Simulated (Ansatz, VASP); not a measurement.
One calculation of Br, two programs

```xyz
4
Lattice="3.5694 -2.0151 0.4191 3.5694 2.0151 0.4191 -1.0096 0.0000 8.4697" Properties=species:S:1:pos:R:3 pbc="T T T"
Br    5.2323   -0.3873    1.6457
Br    1.4018   -0.3873    3.4273
Br    0.8970    0.3873    7.6621
Br    4.7275    0.3873    5.8806
```

Alike in both runs: functional PBEsol; k mesh 8 × 8 × 4; occupations gaussian, width 0.02 eV; no spin polarisation.

Ansatz relaxed the structure, and its values are those at the end. VASP's run is a single point on that final structure, the one shown.

|  | VASP | Ansatz |
| --- | --- | --- |
| version | VASP 6.6.1 | Ansatz 0.2.0 |
| potentials or method | VASP PAW PBE potentials, release 64 (Br), cutoff 520 eV | scalar-relativistic, plane waves, PAW |
| valence electrons in the cell | 28 | 28 |

Ansatz gave:

| Quantity | Value |
| --- | --- |
| gap on the k mesh at the Fermi level (eV) | 1.21 |
| least direct gap on the mesh (eV) | 1.28 |
| pressure (GPa) | 0.0 |
| rms of the force components (eV/Å) | 0.002 |

Q: Estimate VASP's values.

A: gap on the k mesh at the Fermi level (eV): 1.21; least direct gap on the mesh (eV): 1.28; pressure (GPa): 0.0; rms of the force components (eV/Å): 0.007.

VASP's potentials were made for PBE, not for PBEsol. The functional is the same, so the differences come from potentials, cutoffs and numerics.
